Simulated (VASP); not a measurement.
**PtSe2 (Sudovikovite): single point with r2SCAN+U**

The system is PtSe2 (Sudovikovite).

```
Pt Se
1.0
     3.72223    0.00000    0.00000
    -1.86112    3.22355    0.00000
     0.00000    0.00000    5.72085
Pt Se
1 2
Direct
  0.00000 0.00000 0.00000
  0.66667 0.33333 0.77006
  0.33333 0.66667 0.22994
```

```json
{
 "Program": "VASP 6.6.1",
 "Task": "single point",
 "Functional": "r2SCAN",
 "Potentials or basis": "VASP PAW PBE potentials, release 64 (Pt, Se)",
 "Cutoff": "520 eV",
 "k mesh": "8 × 8 × 5",
 "Occupations": "fermi-dirac, width 0.05 eV",
 "Spin": "no spin polarisation",
 "Hubbard terms": "Pt d U = 6.0 eV"
}
```

- Pressure: -3.3 GPa
- Largest force: 0.348 eV/Å
- Band gap on the k mesh: 0.33 eV, indirect (least direct gap 0.88 eV)

Forces on the atoms (eV/Å):
```
Pt   0.000  0.000  0.000
Se   0.000  0.000  0.348
Se   0.000  0.000 -0.348
```

Stress tensor (GPa, compression positive):
```
-3.90  0.00  0.00
 0.00 -3.90  0.00
 0.00  0.00 -1.97
```

Levels at points of the mesh, in eV from the valence-band top:
```csv
k point,band 9,band 10,band 11,band 12,band 13,band 14
"(0.00, 0.00, 0.00)",-0.65,-0.65,0.00,2.00,2.00,4.82
"(0.50, 0.00, 0.00)",-3.35,-2.85,-2.66,1.19,2.22,4.89
```

Eigenvalues of the final occupation matrices:
| site | spin | trace | eigenvalues |
| --- | --- | --- | --- |
| site 1 d | 1 | 4.24 | 0.70 0.70 0.95 0.95 0.95 |
| site 1 d | 2 | 4.24 | 0.70 0.70 0.95 0.95 0.95 |

Run time: 98 s on 1 thread of Intel(R) Xeon(R) 6975P-C (Granite Rapids) (shared host), peak memory 0.22 GiB.

Caveat: the PAW data sets were made with another functional, which shifts forces and pressure a little; spin-orbit coupling is left out, which moves the levels of the heavy elements. A k mesh can miss the band edges.
